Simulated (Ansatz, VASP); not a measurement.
**Two plane-wave programs on Na2SrO2**

```
Na Sr O
1.0
     3.60002    0.00000    0.00000
    -1.80001    3.11771    0.00000
     0.00000    0.00000    6.45132
Na Sr O
2 1 2
Cartesian
  1.8000 1.0392 5.1654
  0.0000 2.0785 1.2859
  0.0000 0.0000 0.0000
  1.8000 1.0392 2.2821
  0.0000 2.0785 4.1692
```

Change from the starting cell: species swapped into the Li2MnN2 type (P-3m1, No. 164).

Alike in both runs: task single point; functional PBE; k mesh 6 × 6 × 4; occupations gaussian, width 0.1 eV; no spin polarisation.

|  | VASP | Ansatz |
| --- | --- | --- |
| version | VASP 6.6.1 | Ansatz 0.2.0 |
| potentials or method | VASP PAW PBE potentials, release 64 (Na_pv, Sr_sv, O), cutoff 520 eV | scalar-relativistic, plane waves, PAW |
| valence electrons in the cell | 36 | 40 |

|  | VASP | Ansatz | Ansatz less VASP |
| --- | --- | --- | --- |
| gap on the k mesh at the Fermi level (eV) | none | none | - |
| pressure (GPa) | 16.9 | 16.5 | -0.43 |
| traceless stress, the component that is largest in VASP (GPa) | -30.58 | -30.54 | +0.034 |
| rms of the force components (eV/Å) | 2.747 | 2.751 | +0.0046 |

Atom by atom the forces differ by 0.019 eV/Å (rms over components). A gap of «none» marks a metal or a gap that the smearing closes. VASP's potentials hold 36 valence electrons a cell and Ansatz's 40, so a difference there can come from the potentials and not from the codes.
